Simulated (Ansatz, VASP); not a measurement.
# BN in VASP and in Ansatz

File INCAR:

```
  ALGO = Normal
  EDIFF = 1E-6
  ENCUT = 520
  GGA = PS
  ISIF = 2
  ISMEAR = 0
  LASPH = True
  LCHARG = False
  LREAL = False
  LWAVE = False
  NBANDS = 16
  NELM = 60
  PREC = Accurate
  SIGMA = 0.05
```

KPOINTS

```
k-points
0
Gamma
  12 12 4
```

POSCAR

```
BN
1.0
    2.5844052792      0.0000000000      0.0000000000
   -1.2922026396      2.2381606255      0.0000000000
    0.0000000000      0.0000000000      6.9187113730
B N
2 2
Direct
    0.3333333333      0.6666666667      0.2500000000
    0.6666666667      0.3333333333      0.7500000000
    0.3333333333      0.6666666667      0.7500000000
    0.6666666667      0.3333333333      0.2500000000
```

Input for Ansatz:

```yaml
crystal:
  lattice:
    - [2.5844052792, 0.0, 0.0]
    - [-1.2922026396, 2.2381606255, 0.0]
    - [0.0, 0.0, 6.918711373]
  atoms:
    - { symbol: B, position: [0.3333333333, 0.6666666667, 0.25] }
    - { symbol: B, position: [0.6666666667, 0.3333333333, 0.75] }
    - { symbol: "N", position: [0.3333333333, 0.6666666667, 0.75] }
    - { symbol: "N", position: [0.6666666667, 0.3333333333, 0.25] }
basis:
  ecutwfc: 520.0
kpoints:
  mp_grid: { grid: [12, 12, 4] }
hamiltonian:
  xc: pbesol
  pseudopotentials: { kind: paw, azcp: { folder: soft_1 } }
scf:
  occupations: { method: gaussian, width: 0.05 }
output:
  forces: true
  stress: true
  eigenvalues: true
  write_density: true
  write_potential: true
  elf: true
  volumetric_format: npy
```

Alike in both runs: task single point; functional PBEsol; k mesh 12 × 12 × 4; occupations gaussian, width 0.05 eV; no spin polarisation.

|  | VASP | Ansatz |
| --- | --- | --- |
| version | VASP 6.6.1 | Ansatz 0.2.0 |
| potentials or method | VASP PAW PBE potentials, release 64 (B, N), cutoff 520 eV | scalar-relativistic, plane waves, PAW |
| valence electrons in the cell | 16 | 16 |

Ansatz gave:

| Quantity | Value |
| --- | --- |
| gap on the k mesh at the Fermi level (eV) | 4.08 |
| least direct gap on the mesh (eV) | 4.36 |
| pressure (GPa) | -19.1 |
| traceless stress, the component that is largest in VASP (GPa) | 19.14 |

**Question.** Which values does VASP return?

**Answer.** gap on the k mesh at the Fermi level (eV): 4.08; least direct gap on the mesh (eV): 4.36; pressure (GPa): -18.7; traceless stress, the component that is largest in VASP (GPa): 18.67.

VASP's potentials were made for PBE, not for PBEsol, and Ansatz warns of the same on its side. With one functional, cell and mesh, what is left measures potentials, basis and numerics.
